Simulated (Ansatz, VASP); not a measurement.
**Ta in VASP and in Ansatz**

```
CELL_PARAMETERS angstrom
-1.66091 1.66091 1.66091
1.66091 -1.66091 1.66091
1.66091 1.66091 -1.66091
ATOMIC_POSITIONS crystal
Ta 0.00000 0.00000 0.00000
```

Alike in both runs: functional PBE; k mesh 20 × 20 × 20; occupations fermi-dirac, width 0.15 eV; no spin polarisation.

Ansatz relaxed the structure, and its values are those at the end. VASP's run is a single point on that final structure, the one shown.

|  | VASP | Ansatz |
| --- | --- | --- |
| version | VASP 6.6.1 | Ansatz 0.2.0 |
| potentials or method | VASP PAW PBE potentials, release 64 (Ta_pv), cutoff 520 eV | scalar-relativistic, plane waves, PAW |
| valence electrons in the cell | 11 | 13 |

|  | VASP | Ansatz | Ansatz less VASP |
| --- | --- | --- | --- |
| gap on the k mesh at the Fermi level (eV) | none | none | - |
| pressure (GPa) | 0.1 | 0.0 | -0.10 |

A gap of «none» marks a metal or a gap that the smearing closes. VASP's potentials hold 11 valence electrons a cell and Ansatz's 13, so a difference there can come from the potentials and not from the codes.

Spin-orbit coupling is off throughout.
